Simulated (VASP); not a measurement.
# BeS (F-43m) in VASP: notebook

The runs below take BeS through single point, relaxation of cell and atoms, with PBEsol.

Everything below comes from runs of VASP 6.6.1. Logs are shortened: lines on timing, memory, paths and dates and some standing lists are left out, and cuts for length are marked.

## Step 1: The cell of the first run

It takes space group F-43m (No. 216, cubic). Conventional cell: a = 4.838 Å, b = 4.838 Å, c = 4.838 Å, α = 90.00°, β = 90.00°, γ = 90.00°. Be (site symmetry -43m) has 4 S at 2.09 Å within 2.8 Å. Within 2.8 Å of S (site symmetry -43m) lie 4 Be at 2.09 Å.

## Step 2: Single point, PBEsol

Input file INCAR:

```
PREC = Accurate ; ENCUT = 520
EDIFF = 1E-7 ; ISMEAR = -1
SIGMA = 0.05 ; LREAL = F
LASPH = T ; NELM = 60
ALGO = Normal ; ISIF = 2
LWAVE = F ; LCHARG = F
GGA = PS ; NBANDS = 11
```

Input file KPOINTS:

```
regular mesh
0
Gamma
  18 18 18
```

Input file POSCAR:

```
BeS
1.0
    0.0000000000      2.4189638005      2.4189638005
    2.4189638005      0.0000000000      2.4189638005
    2.4189638005      2.4189638005      0.0000000000
Be S
1 1
Direct
    0.0000000000      0.0000000000      0.0000000000
    0.7500000000      0.7500000000      0.7500000000
```

Potentials or basis: VASP PAW PBE potentials, release 64 (Be, S).

The run is started by

```bash
$ cat potpaw_PBE.64/Be/POTCAR potpaw_PBE.64/S/POTCAR > POTCAR
$ mpirun -np 1 vasp_std > vasp.out
```

OUTCAR:

```text
PREC = Accurate
   ENCUT = 520
   EDIFF = 1E-7
   ISMEAR = -1
   LREAL = F
   LASPH = T
   NELM = 60
   ISIF = 2
   GGA = PS

 ion  position               nearest neighbor table
   1  0.000  0.000  0.000-   2 2.09   2 2.09   2 2.09   2 2.09
   2  0.750  0.750  0.750-   1 2.09   1 2.09   1 2.09   1 2.09

  LATTYP: Found a face centered cubic cell.
 ALAT       =     4.8379276010

  Lattice vectors:

 A1 = (   0.0000000000,   2.4189638005,   2.4189638005)
 A2 = (   2.4189638005,   0.0000000000,   2.4189638005)
 A3 = (   2.4189638005,   2.4189638005,   0.0000000000)

Analysis of symmetry for initial positions (statically):
=====================================================================
 Subroutine PRICEL returns:
 Original cell was already a primitive cell.

 Routine SETGRP: Setting up the symmetry group for a
 face centered cubic supercell.

 Subroutine GETGRP returns: Found 24 space group operations
 (whereof 24 operations were pure point group operations)
 out of a pool of 48 trial point group operations.

The static configuration has the point symmetry T_d .

Analysis of symmetry for dynamics (positions and initial velocities):
=====================================================================
 Subroutine PRICEL returns:
 Original cell was already a primitive cell.

 Routine SETGRP: Setting up the symmetry group for a
 face centered cubic supercell.

 Subroutine GETGRP returns: Found 24 space group operations
 (whereof 24 operations were pure point group operations)
 out of a pool of 48 trial point group operations.

The dynamic configuration has the point symmetry T_d .

 Subroutine INISYM returns: Found 24 space group operations
 (whereof 24 operations are pure point group operations),
 and found     1 'primitive' translations

----------------------------------------------------------------------------------------

                                     Primitive cell

  volume of cell :      28.3086

  direct lattice vectors                    reciprocal lattice vectors
     0.000000000  2.418963800  2.418963800    -0.206700075  0.206700075  0.206700075
     2.418963800  0.000000000  2.418963800     0.206700075 -0.206700075  0.206700075
     2.418963800  2.418963800  0.000000000     0.206700075  0.206700075 -0.206700075

  length of vectors
     3.420931414  3.420931414  3.420931414     0.358015033  0.358015033  0.358015033

  position of ions in fractional coordinates (direct lattice)
     0.000000000  0.000000000  0.000000000
     0.750000000  0.750000000  0.750000000

  ion indices of the primitive-cell ions
   primitive index   ion index
                 1           1
                 2           2

----------------------------------------------------------------------------------------

 KPOINTS: regular mesh

Automatic generation of k-mesh.
 Grid dimensions read from file:
 generate k-points for:   18   18   18

 Generating k-lattice:

  Cartesian coordinates                     Fractional coordinates (reciprocal lattice)
    -0.011483338  0.011483338  0.011483338     0.055555556  0.000000000  0.000000000
     0.011483338 -0.011483338  0.011483338     0.000000000  0.055555556  0.000000000
     0.011483338  0.011483338 -0.011483338     0.000000000  0.000000000  0.055555556

  Length of vectors
     0.019889724  0.019889724  0.019889724

  Shift w.r.t. Gamma in fractional coordinates (k-lattice)
     0.000000000  0.000000000  0.000000000

 Subroutine IBZKPT returns following result:
 ===========================================

 Found    195 irreducible k-points:

 Following reciprocal coordinates:
            Coordinates               Weight
  0.000000  0.000000  0.000000      1.000000
  0.055556  0.000000  0.000000      8.000000
  0.111111  0.000000  0.000000      8.000000
  0.166667  0.000000  0.000000      8.000000
  0.222222  0.000000  0.000000      8.000000
  0.277778  0.000000  0.000000      8.000000
[... 16 lines left out ...]
 -0.277778  0.055556  0.000000     24.000000
 -0.222222  0.055556  0.000000     24.000000
 [... further k-points ...]
   k-points           NKPTS =    195   k-points in BZ     NKDIM =    195   number of bands    NBANDS=     11
   number of dos      NEDOS =    301   number of ions     NIONS =      2
   total plane-waves  NPLWV =  21952
   dimension x,y,z NGX =    28 NGY =   28 NGZ =   28
   dimension x,y,z NGXF=    56 NGYF=   56 NGZF=   56
   ions per type =               1   1
   NGX,Y,Z   is equivalent  to a cutoff of  13.61, 13.61, 13.61 a.u.
   NGXF,Y,Z  is equivalent  to a cutoff of  27.21, 27.21, 27.21 a.u.
 SYSTEM =  unknown system
   PREC   = accura    normal or accurate (medium, high low for compatibility)
   ISTART =      0    job   : 0-new  1-cont  2-samecut
   ICHARG =      2    charge: 1-file 2-atom 10-const
   ISPIN  =      1    spin polarized calculation?
   LNONCOLLINEAR =      F non collinear calculations
   LSORBIT =      F    spin-orbit coupling
   LASPH  =      T    aspherical Exc in radial PAW
   ENCUT  =  520.0 eV  38.22 Ry    6.18 a.u.   6.36  6.36  6.36*2*pi/ulx,y,z
   NELM   =     60;   NELMIN=  2; NELMDL= -5     # of ELM steps
   EDIFF  = 0.1E-06   stopping-criterion for ELM
   LREAL  =      F    real-space projection
   EDIFFG = 0.1E-05   stopping-criterion for IOM
   NSW    =      0    number of steps for IOM
   IBRION =     -1    ionic relax: 0-MD 1-quasi-New 2-CG
   NFREE  =      0    steps in history (QN), initial steepest desc. (CG)
   ISIF   =      2    stress and relaxation
   ISYM   =      2    0-nonsym 1-usesym 2-fastsym
   POTIM  = 0.5000    time-step for ionic-motion
   TEBEG  =    0.0;   TEEND  =   0.0 temperature during run
   PSTRESS=    0.0 pullay stress
   NELECT =       8.0000    total number of electrons
   NUPDOWN=      -1.0000    fix difference up-down
   EMIN   =  10.00;   EMAX   =-10.00  energy-range for DOS
   EFERMI =   0.00;   METHOD = LEGACY
   ISMEAR =    -1;   SIGMA  =   0.05  broadening in eV -4-tet -1-fermi 0-gaus
   EFERMI_NEDOS =   21; number of points for ismear=-14 and -15
   IALGO  =     38    algorithm
   IMIX   =      4    mixing-type and parameters
     AMIX     =   0.40;   BMIX     =  1.00
     AMIX_MAG =   1.60;   BMIX_MAG =  1.00
  volume/ion in A,a.u.               =      14.15        95.52
  Fermi-wavevector in a.u.,A,eV,Ry     =   1.074316  2.030163 15.703236  1.154155
  Thomas-Fermi vector in A             =   2.210141
   LORBIT       =      0    0 simple, 1 ext, 2 COOP (PROOUT), +10 PAW based schemes
   GGA     = PS    functional components
   LHFCALC =     F    Hartree Fock is set to
   AEXX    =    0.0000 exact exchange contribution
   IVDW    =     0    specifies the selected vdW correction
   LEPSILON=     F    determine dielectric tensor
   LRPA    =     F    only Hartree local field effects (RPA)
 non-spin polarized calculation
  energy-cutoff  :      520.00
  volume of cell :       28.31
 maximum number of plane-waves:       778
 NGX is ok and might be reduce to    28
   NGX = 13   NGY = 13   NGZ = 13

 number of electron       8.0000000 magnetization

 Free energy of the ion-electron system (eV)
  ---------------------------------------------------
  ext. energy  EPLUGINS =         0.00000000
  ---------------------------------------------------
  free energy    TOTEN  =       -10.56434791 eV

  energy without entropy =      -10.56434791  energy(sigma->0) =      -10.56434791

 E-fermi :   5.1290     XC(G=0):  -9.9317

 val. band max:        4.2220450330   @ k =   0.0000   0.0000   0.0000
 cond. band min:       7.1331994044   @ k =   0.5000   0.5000   0.0000
 fundamental gap:      2.9111543714
 Fermi energy:         5.1289741628

 k-point     1 :       0.0000    0.0000    0.0000
  band No.  band energies     occupation
      1      -9.5465      2.00000
      2       4.2220      2.00000
      3       4.2220      2.00000
      4       4.2220      2.00000
      5       9.8286      0.00000
      6       9.8286      0.00000
      7       9.8286      0.00000
      8       9.9910      0.00000
      9      17.0317      0.00000
     10      17.0317      0.00000
     11      18.9557      0.00000

 k-point     2 :       0.0556    0.0000    0.0000
  band No.  band energies     occupation
      1      -9.5103      2.00000
      2       3.9322      2.00000
      3       4.1776      2.00000
      4       4.1776      2.00000
      5       9.7721      0.00000
      6       9.9089      0.00000
      7       9.9089      0.00000
      8      10.3410      0.00000
      9      16.8215      0.00000
     10      16.8215      0.00000
     11      18.9235      0.00000

 k-point     3 :       0.1111    0.0000    0.0000
  band No.  band energies     occupation
      1      -9.4030      2.00000
      2       3.2085      2.00000
      3       4.0566      2.00000
      4       4.0566      2.00000
      5       9.7433      0.00000
      6      10.1239      0.00000
      7      10.1239      0.00000
      8      11.0988      0.00000
      9      16.4011      0.00000
     10      16.4011      0.00000
     11      18.7998      0.00000

 k-point     4 :       0.1667    0.0000    0.0000
  band No.  band energies     occupation
      1      -9.2294      2.00000
      2       2.2862      2.00000
      3       3.8877      2.00000
      4       3.8877      2.00000
      5       9.7244      0.00000
      6      10.4025      0.00000
      7      10.4025      0.00000
      8      12.0334      0.00000
      9      16.0586      0.00000
     10      16.0586      0.00000
     11      18.5859      0.00000
[... 239 lines left out ...]
 k-point    22 :      -0.3333    0.0556    0.0000
  band No.  band energies     occupation
      1      -8.3144      2.00000
      2      -0.6513      2.00000
      3       3.0297      2.00000
      4       3.4075      2.00000
      5       9.8218      0.00000
      6      10.7935      0.00000
      7      10.8955      0.00000
      8      14.5112      0.00000
      9      16.4372      0.00000
     10      17.8485      0.00000
     11      18.6305      0.00000

 k-point    23 :      -0.2778    0.0556    0.0000
  band No.  band energies     occupation
      1      -8.6014      2.00000
      2       0.1165      2.00000
      3       3.1397      2.00000
      4       3.5813      2.00000
      5       9.8403      0.00000
      6      10.7449      0.00000
      7      10.9584      0.00000
      8      13.8801      0.00000
      9      15.7651      0.00000
     10      17.1833      0.00000
     11      18.4944      0.00000

 k-point    24 :      -0.2222    0.0556    0.0000
  band No.  band energies     occupation
      1      -8.8821      2.00000
      2       1.0022      2.00000
      3       3.2953      2.00000
      4       3.7699      2.00000
      5       9.8529      0.00000
      6      10.6031      0.00000
      7      10.9018      0.00000
      8      13.1567      0.00000
      9      15.4327      0.00000
     10      16.6443      0.00000
     11      18.6160      0.00000

 [... further k-points ...]
[... 5 lines left out ...]
  --------------------------------------------------------------------------------------
  -------------------------------------------------------------------------------------
  Total        0.0275047      0.0275047      0.0275047      0.0000000     -0.0000000      0.0000000
  in kB        1.5566797      1.5566797      1.5566797      0.0000000     -0.0000000      0.0000000
  external PRESSURE =       1.5566797 kB  Pullay stress =       0.0000000 kB

 VOLUME and BASIS-vectors are now :
 -----------------------------------------------------------------------------
  energy-cutoff  :      520.00
  volume of cell :       28.31
      direct lattice vectors                 reciprocal lattice vectors
     0.000000000  2.418963800  2.418963800    -0.206700075  0.206700075  0.206700075
     2.418963800  0.000000000  2.418963800     0.206700075 -0.206700075  0.206700075
     2.418963800  2.418963800  0.000000000     0.206700075  0.206700075 -0.206700075

 POSITION                                       TOTAL-FORCE (eV/Angst)
 -----------------------------------------------------------------------------------
      0.00000      0.00000      0.00000         0.000000      0.000000      0.000000
      3.62845      3.62845      3.62845        -0.000000     -0.000000     -0.000000
 -----------------------------------------------------------------------------------
    total drift:                               -0.000000     -0.000000     -0.000000

  FREE ENERGIE OF THE ION-ELECTRON SYSTEM (eV)
  ---------------------------------------------------
  free  energy   TOTEN  =       -10.5643479097 eV

  energy  without entropy=      -10.5643479096  energy(sigma->0) =      -10.56434791
```

Wall time 31 s (1 thread of AMD EPYC 9R45 (Zen 5), shared host); peak memory 0.16 GiB.

What came out:

```
Free energy            : -10.5643 eV
Pressure               : 0.2 GPa
Band gap on the k mesh : 2.91 eV, indirect (least direct gap 5.57 eV)
```

Caveat: the PAW data sets were made with another functional, which shifts forces and pressure a little.

## Step 3: Relaxation of cell and atoms, PBEsol

This run uses another cell than the first one, of 14.26 Å³/atom, 1.008 times its volume.

Input file INCAR:

```
SYSTEM = BeS
PREC     = Accurate       ! precision mode
ENCUT    = 600            ! plane-wave cutoff, eV
EDIFF    = 1E-6           ! SCF threshold, eV
ISMEAR   = -1             ! smearing method
SIGMA    = 0.05           ! smearing width, eV
LREAL    = .FALSE.        ! projectors in reciprocal space
LASPH    = .TRUE.         ! aspherical terms in the spheres
NELM     = 60             ! most SCF steps
ALGO     = Normal         ! electronic algorithm
ISIF     = 3              ! what is computed and relaxed
LWAVE    = .FALSE.        ! write WAVECAR
LCHARG   = .FALSE.        ! write CHGCAR
GGA      = PS             ! functional
IBRION   = 2              ! ionic algorithm
NSW      = 100            ! ionic steps
EDIFFG   = -0.002         ! ionic threshold
```

Input file KPOINTS:

```
Automatic mesh
0
G
  18 18 18
  0 0 0
```

Input file POSCAR:

```
BeS
1.0
    0.0000000000      2.4250000000      2.4250000000
    2.4250000000      0.0000000000      2.4250000000
    2.4250000000      2.4250000000      0.0000000000
Be S
1 1
Direct
    0.0000000000      0.0000000000      0.0000000000
    0.7500000000      0.7500000000      0.7500000000
```

Potentials or basis: VASP PAW PBE potentials, release 64 (Be, S).

The run is started by

```bash
$ cat potpaw_PBE.64/Be/POTCAR potpaw_PBE.64/S/POTCAR > POTCAR
$ mpirun -np 1 vasp_std > vasp.out
```

Run time: 34 s. Hardware: 1 thread of AMD EPYC 9R45 (Zen 5), shared host; peak memory 0.17 GiB.

It converged, with:

* Free energy: -10.5646 eV
* Relaxed volume: 14.18 Å³/atom
* Relaxed cell: a = 3.423 Å, b = 3.423 Å, c = 3.423 Å, α = 60.00°, β = 60.00°, γ = 60.00°
* Space group after relaxing (to 0.05 Å): F-43m (No. 216)
* Energy gained by relaxing: 0.1 meV/atom
* Ionic steps: 3
* Pressure after relaxing: 0.0 GPa
* Band gap on the k mesh: 2.92 eV, indirect (least direct gap 5.57 eV)

Step by step:
| step | energy change (eV) | largest force (eV/Å) | pressure (GPa) | volume (Å³) |
| --- | --- | --- | --- | --- |
| 1 | 0.0000 | 0.0000 | -0.53 | 28.52 |
| 2 | -0.0003 | 0.0000 | 0.13 | 28.33 |
| 3 | -0.0003 | 0.0000 | 0.01 | 28.36 |

Final structure:
```cif
data_structure
_symmetry_space_group_name_H-M 'P 1'
_symmetry_Int_Tables_number 1
_cell_length_a 3.4231
_cell_length_b 3.4231
_cell_length_c 3.4231
_cell_angle_alpha 60.000
_cell_angle_beta 60.000
_cell_angle_gamma 60.000
_cell_volume 28.36
loop_
_atom_site_label
_atom_site_type_symbol
_atom_site_fract_x
_atom_site_fract_y
_atom_site_fract_z
_atom_site_occupancy
Be1 Be 0.00000 0.00000 0.00000 1
S1 S 0.75000 0.75000 0.75000 1
```

Levels at points of the mesh, in eV from the valence-band top:
| k point | band 1 | band 2 | band 3 | band 4 | band 5 | band 6 | band 7 | band 8 |
| --- | --- | --- | --- | --- | --- | --- | --- | --- |
| (0.00, 0.00, 0.00) | -13.76 | 0.00 | 0.00 | 0.00 | 5.61 | 5.61 | 5.61 | 5.75 |
| (0.50, 0.00, 0.00) | -12.11 | -5.90 | -1.05 | -1.05 | 5.40 | 6.48 | 6.48 | 11.00 |
| (0.50, 0.50, 0.00) | -11.55 | -5.10 | -2.69 | -2.69 | 2.92 | 4.81 | 12.79 | 12.79 |

Caveat: the PAW data sets were made with another functional, which shifts forces and pressure a little. A k mesh can miss the band edges.
